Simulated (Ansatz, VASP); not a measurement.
One calculation of SiC, two programs

```xyz
2
Lattice="0.0000 2.1781 2.1345 2.1781 0.0000 2.1345 2.1781 2.1781 0.0000" Properties=species:S:1:pos:R:3 pbc="T T T"
Si    0.0000    0.0000    0.0000
C     1.0890    1.0890    1.0672
```

Change from the starting cell: uniaxial_z strain -2.0%.

Alike in both runs: task single point; functional HSE06; k mesh 8 × 8 × 8; no spin polarisation.

```csv
,VASP,Ansatz
version,VASP 6.6.1,Ansatz 0.2.0
potentials or method,"VASP PAW PBE potentials, release 64 (Si, C)","plane waves, PAW"
plane-wave cutoff (eV),520,420
occupations,"gaussian, width 0.01 eV",fixed
valence electrons in the cell,8,8
```

```tsv
	VASP	Ansatz	Ansatz less VASP
gap on the k mesh at the Fermi level (eV)	2.00	1.99	-0.004
pressure (GPa)	3.2	3.6	+0.42
traceless stress, the component that is largest in VASP (GPa)	3.59	3.57	-0.021
```

Ansatz's warnings: stress exchange threshold loose, stress scf threshold loose.
